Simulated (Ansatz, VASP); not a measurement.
# Ge: VASP beside Ansatz

File INCAR:

```
SYSTEM = Ge
ALGO = Normal ; EDIFF = 1E-6
ENCUT = 520 ; GGA = PE
ISIF = 2 ; ISMEAR = 0
LASPH = .TRUE. ; LCHARG = .FALSE.
LREAL = .FALSE. ; LWAVE = .FALSE.
NBANDS = 13 ; NELM = 60
PREC = Accurate ; SIGMA = 0.15
```

The input KPOINTS:

```
k-points
0
G
  20 20 18
  0 0 0
```

File POSCAR:

```
Ge
1.0
    1.3272915500     -2.4704902000      0.0000000000
    1.3272915500      2.4704902000      0.0000000000
    0.0000000000      0.0000000000      2.6982310000
Ge
1
Direct
    0.5000000000      0.5000000000      0.0000000000
```

Input for Ansatz:

```yaml
crystal:
  lattice:
    - [1.32729155, -2.4704902, 0.0]
    - [1.32729155, 2.4704902, 0.0]
    - [0.0, 0.0, 2.698231]
  atoms:
    - { symbol: Ge, position: [0.5, 0.5, 0.0] }
basis:
  ecutwfc: 420
kpoints:
  mp_grid: { grid: [20, 20, 18] }
hamiltonian:
  xc: pbe
scf:
  occupations: { method: gaussian, width: 0.15 }
output:
  forces: true
  stress: true
  eigenvalues: true
```

Change from the starting cell: strain -0.050 along x and y, +0.000 along z, atoms carried along.

Alike in both runs: task single point; functional PBE; k mesh 20 × 20 × 18; occupations gaussian, width 0.15 eV; no spin polarisation.

```csv
,VASP,Ansatz
version,VASP 6.6.1,Ansatz 0.2.0
potentials or method,"VASP PAW PBE potentials, release 64 (Ge_d), cutoff 520 eV","scalar-relativistic, plane waves, PAW"
valence electrons in the cell,14,14
```

|  | VASP | Ansatz | Ansatz less VASP |
| --- | --- | --- | --- |
| gap on the k mesh at the Fermi level (eV) | none | none | - |
| pressure (GPa) | 7.9 | 8.1 | +0.13 |
| traceless stress, the component that is largest in VASP (GPa) | -7.26 | -7.23 | +0.021 |

A gap of «none» marks a metal or a gap that the smearing closes. The functional is the same, so the differences come from potentials, cutoffs and numerics.
